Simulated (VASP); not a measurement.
# TiSi2 (Fd-3m) in VASP: single point with r2SCAN

Aim: the single point of TiSi2 with r2SCAN.

All numbers are computed with VASP 6.6.1; they aren't measurements. Logs are shortened: lines on timing, memory, paths and dates and some standing lists are left out, and cuts for length are marked.

## 1. The cell of the first run

Symmetry: Fd-3m, No. 227, cubic system. The conventional cell has a = 6.866 Å, b = 6.866 Å, c = 6.866 Å, α = 90.00°, β = 90.00°, γ = 90.00°. Ti (site symmetry -43m) has 12 Si at 2.85 Å and 4 Ti at 2.97 Å within 3.8 Å. Si (site symmetry -3m) has 6 Si at 2.43 Å and 6 Ti at 2.85 Å within 3.2 Å.

## 2. Single point, r2SCAN

Contents of POSCAR:

```
TiSi2
1.0
    0.0000000000      3.4328249072      3.4328249072
    3.4328249072      0.0000000000      3.4328249072
    3.4328249072      3.4328249072      0.0000000000
Ti Si
2 4
Direct
    0.5000000000      0.5000000000      0.5000000000
    0.7500000000      0.7500000000      0.7500000000
    0.1250000000      0.1250000000      0.1250000000
    0.6250000000      0.1250000000      0.1250000000
    0.1250000000      0.1250000000      0.6250000000
    0.1250000000      0.6250000000      0.1250000000
```

Contents of INCAR.step1:

```
ALGO = Normal ; EDIFF = 1E-4
ENCUT = 520 ; GGA = PE
ISMEAR = 0 ; LASPH = True
LCHARG = False ; LREAL = False
LWAVE = True ; NBANDS = 29
NELM = 80 ; PREC = Accurate
SIGMA = 0.1
```

Contents of INCAR.step2:

```
ALGO = Normal ; EDIFF = 1E-6
ENCUT = 520 ; ISIF = 2
ISMEAR = 0 ; ISTART = 1
LASPH = True ; LCHARG = True
LELF = True ; LMIXTAU = True
LREAL = False ; LVHAR = True
LWAVE = False ; METAGGA = R2SCAN
NBANDS = 29 ; NELM = 80
PREC = Accurate ; SIGMA = 0.1
```

Contents of KPOINTS:

```
k-points
0
Gamma
  10 10 10
```

Potentials or basis: VASP PAW PBE potentials, release 64 (Ti_sv, Si).

Launch:

```bash
$ cat potpaw_PBE.64/Ti_sv/POTCAR potpaw_PBE.64/Si/POTCAR > POTCAR
$ cp INCAR.step1 INCAR
$ mpirun -np 1 vasp_std > vasp.out
$ cp INCAR.step2 INCAR
$ mpirun -np 1 vasp_std > vasp.out
```

OUTCAR:

```text
EDIFF = 1E-6
   ENCUT = 520
   ISIF = 2
   ISMEAR = 0
   ISTART = 1
   LASPH = True
   LREAL = False
   METAGGA = R2SCAN
   NELM = 80
   PREC = Accurate

 ion  position               nearest neighbor table
   1  0.500  0.500  0.500-   3 2.85   5 2.85   6 2.85   3 2.85   4 2.85   5 2.85   3 2.85   4 2.85
                             6 2.85   4 2.85   5 2.85   6 2.85
   2  0.750  0.750  0.750-   4 2.85   5 2.85   6 2.85   3 2.85   4 2.85   6 2.85   3 2.85   4 2.85
                             5 2.85   3 2.85   5 2.85   6 2.85
   3  0.125  0.125  0.125-   4 2.43   5 2.43   6 2.43   5 2.43   6 2.43   4 2.43   1 2.85   2 2.85
                             1 2.85   2 2.85   1 2.85   2 2.85
   4  0.625  0.125  0.125-   3 2.43   5 2.43   6 2.43   3 2.43   5 2.43   6 2.43   2 2.85   1 2.85
                             1 2.85   2 2.85   2 2.85   1 2.85
   5  0.125  0.125  0.625-   3 2.43   3 2.43   4 2.43   6 2.43   6 2.43   4 2.43   1 2.85   2 2.85
                             1 2.85   2 2.85   1 2.85   2 2.85
   6  0.125  0.625  0.125-   3 2.43   5 2.43   3 2.43   4 2.43   5 2.43   4 2.43   2 2.85   1 2.85
                             2 2.85   2 2.85   1 2.85   1 2.85

  LATTYP: Found a face centered cubic cell.
 ALAT       =     6.8656498144

  Lattice vectors:

 A1 = (   0.0000000000,   3.4328249072,   3.4328249072)
 A2 = (   3.4328249072,   0.0000000000,   3.4328249072)
 A3 = (   3.4328249072,   3.4328249072,   0.0000000000)

Analysis of symmetry for initial positions (statically):
=====================================================================
 Subroutine PRICEL returns:
 Original cell was already a primitive cell.

 Routine SETGRP: Setting up the symmetry group for a
 face centered cubic supercell.

 Subroutine GETGRP returns: Found 48 space group operations
 (whereof 24 operations were pure point group operations)
 out of a pool of 48 trial point group operations.

The static configuration has the point symmetry T_d .
 The point group associated with its full space group is O_h .

Analysis of symmetry for dynamics (positions and initial velocities):
=====================================================================
 Subroutine PRICEL returns:
 Original cell was already a primitive cell.

 Routine SETGRP: Setting up the symmetry group for a
 face centered cubic supercell.

 Subroutine GETGRP returns: Found 48 space group operations
 (whereof 24 operations were pure point group operations)
 out of a pool of 48 trial point group operations.

[... 110 lines left out ...]
   LREAL  =      F    real-space projection
   EDIFFG = 0.1E-04   stopping-criterion for IOM
   NSW    =      0    number of steps for IOM
   IBRION =     -1    ionic relax: 0-MD 1-quasi-New 2-CG
   NFREE  =      0    steps in history (QN), initial steepest desc. (CG)
   ISIF   =      2    stress and relaxation
   ISYM   =      2    0-nonsym 1-usesym 2-fastsym
   POTIM  = 0.5000    time-step for ionic-motion
   TEBEG  =    0.0;   TEEND  =   0.0 temperature during run
   PSTRESS=    0.0 pullay stress
   NELECT =      40.0000    total number of electrons
   NUPDOWN=      -1.0000    fix difference up-down
   EMIN   =  10.00;   EMAX   =-10.00  energy-range for DOS
   EFERMI =   0.00;   METHOD = LEGACY
   ISMEAR =     0;   SIGMA  =   0.10  broadening in eV -4-tet -1-fermi 0-gaus
   EFERMI_NEDOS =   21; number of points for ismear=-14 and -15
   IALGO  =     38    algorithm
   IMIX   =      4    mixing-type and parameters
     AMIX     =   0.40;   BMIX     =  1.00
     AMIX_MAG =   1.60;   BMIX_MAG =  1.00
  volume/ion in A,a.u.               =      13.48        91.00
  Fermi-wavevector in a.u.,A,eV,Ry     =   1.294493  2.446238 22.799462  1.675713
  Thomas-Fermi vector in A             =   2.426073
   LORBIT       =      0    0 simple, 1 ext, 2 COOP (PROOUT), +10 PAW based schemes
   METAGGA = R2SCAN    functional components
   LHFCALC =     F    Hartree Fock is set to
   AEXX    =    0.0000 exact exchange contribution
   IVDW    =     0    specifies the selected vdW correction
   LEPSILON=     F    determine dielectric tensor
   LRPA    =     F    only Hartree local field effects (RPA)
 non-spin polarized calculation
 Gauss-broadening in eV      SIGMA  =   0.10
  energy-cutoff  :      520.00
  volume of cell :       80.91
 maximum number of plane-waves:      2200
   NGX = 17   NGY = 17   NGZ = 17

 number of electron      39.9999990 magnetization

 Free energy of the ion-electron system (eV)
  ---------------------------------------------------
  ext. energy  EPLUGINS =         0.00000000
  ---------------------------------------------------
  free energy    TOTEN  =       -61.66191516 eV

  energy without entropy =      -61.64253387  energy(sigma->0) =      -61.65222452

 E-fermi :  11.5926     XC(G=0): -12.7169

 val. band max:       11.5865001813   @ k =   0.3000   0.2000   0.1000
 cond. band min:      11.5966316749   @ k =  -0.2000   0.2000   0.0000
 fundamental gap:      0.0101314936
 Fermi energy:        11.5926398525

 k-point     1 :       0.0000    0.0000    0.0000
  band No.  band energies     occupation
      1     -47.7980      2.00000
      2     -47.7289      2.00000
      3     -23.1058      2.00000
      4     -23.1058      2.00000
      5     -23.1058      2.00000
      6     -22.9466      2.00000
[... 757 lines left out ...]
     28      15.8293      0.00000
     29      15.8387      0.00000

 [... further k-points ...]

------------------------ aborting loop because EDIFF is reached ----------------------------------------

  FORCE on cell =-STRESS in cart. coord.  units (eV):
  Direction    XX          YY          ZZ          XY          YZ          ZX
  --------------------------------------------------------------------------------------
  -------------------------------------------------------------------------------------
  Total        0.1292762      0.1292762      0.1292762     -0.0000000      0.0000000     -0.0000000
  in kB        2.5600247      2.5600247      2.5600247     -0.0000000      0.0000000     -0.0000000
  external PRESSURE =       2.5600247 kB  Pullay stress =       0.0000000 kB

 VOLUME and BASIS-vectors are now :
 -----------------------------------------------------------------------------
  energy-cutoff  :      520.00
  volume of cell :       80.91
      direct lattice vectors                 reciprocal lattice vectors
     0.000000000  3.432824907  3.432824907    -0.145652637  0.145652637  0.145652637
     3.432824907  0.000000000  3.432824907     0.145652637 -0.145652637  0.145652637
     3.432824907  3.432824907  0.000000000     0.145652637  0.145652637 -0.145652637

 POSITION                                       TOTAL-FORCE (eV/Angst)
 -----------------------------------------------------------------------------------
      3.43282      3.43282      3.43282        -0.000000     -0.000000     -0.000000
      5.14924      5.14924      5.14924         0.000000      0.000000      0.000000
      0.85821      0.85821      0.85821        -0.000000     -0.000000      0.000000
      0.85821      2.57462      2.57462        -0.000000     -0.000000      0.000000
      2.57462      2.57462      0.85821        -0.000000     -0.000000      0.000000
      2.57462      0.85821      2.57462        -0.000000     -0.000000      0.000000
 -----------------------------------------------------------------------------------
    total drift:                                0.000000      0.000000      0.000000

  FREE ENERGIE OF THE ION-ELECTRON SYSTEM (eV)
  ---------------------------------------------------
  free  energy   TOTEN  =       -61.6619151637 eV

  energy  without entropy=      -61.6425338670  energy(sigma->0) =      -61.65222452
```

OUTCAR.step1:

```text
EDIFF = 1E-4
   ENCUT = 520
   GGA = PE
   ISMEAR = 0
[... 1012 lines left out ...]
      0.85821      0.85821      0.85821         0.000000     -0.000000      0.000000
      0.85821      2.57462      2.57462         0.000000     -0.000000      0.000000
      2.57462      2.57462      0.85821         0.000000     -0.000000      0.000000
      2.57462      0.85821      2.57462         0.000000     -0.000000      0.000000
 -----------------------------------------------------------------------------------
    total drift:                                0.000000      0.000000      0.000000

  FREE ENERGIE OF THE ION-ELECTRON SYSTEM (eV)
  ---------------------------------------------------
  free  energy   TOTEN  =       -38.1190637112 eV

  energy  without entropy=      -38.0977372507  energy(sigma->0) =      -38.10840048
```

OSZICAR.step1:

```text
N       E                     dE             d eps       ncg     rms          rms(c)
DAV:   1     0.385936084672E+03    0.38594E+03   -0.18872E+04  2726   0.147E+03
DAV:   2     0.282741477451E+01   -0.38311E+03   -0.37319E+03  2741   0.430E+02
DAV:   3    -0.389688363564E+02   -0.41796E+02   -0.40806E+02  4487   0.120E+02
DAV:   4    -0.427751199632E+02   -0.38063E+01   -0.37666E+01  3965   0.306E+01
DAV:   5    -0.429787911049E+02   -0.20367E+00   -0.20355E+00  3988   0.603E+00    0.177E+01
DAV:   6    -0.405845859283E+02    0.23942E+01   -0.76228E+01  3811   0.466E+01    0.119E+01
DAV:   7    -0.382035040593E+02    0.23811E+01   -0.19655E+01  3692   0.292E+01    0.605E+00
DAV:   8    -0.381630025269E+02    0.40502E-01   -0.17597E+00  3543   0.938E+00    0.229E+00
DAV:   9    -0.381177228184E+02    0.45280E-01   -0.33695E-01  3638   0.438E+00    0.718E-01
DAV:  10    -0.381201774915E+02   -0.24547E-02   -0.12287E-02  3600   0.722E-01    0.508E-01
DAV:  11    -0.381190049046E+02    0.11726E-02   -0.81152E-03  3750   0.630E-01    0.780E-02
DAV:  12    -0.381190637112E+02   -0.58807E-04   -0.70339E-04  3475   0.151E-01
   1 F= -.38119064E+02 E0= -.38108400E+02  d E =-.213265E-01
```

Run time: 6.9 min. Hardware: 1 thread of Intel Xeon Platinum 8259CL at 2.50GHz (Skylake/Cascade Lake), shared host; peak memory 0.27 GiB.

What came out:

| Item | Value |
| --- | --- |
| Free energy | -61.6619 eV |
| Pressure | 0.3 GPa |
| Band gap on the k mesh | zero (bands 20 and 21 overlap by 1.48 eV) |

Caveat: the PAW data sets were made with another functional, which shifts forces and pressure a little.
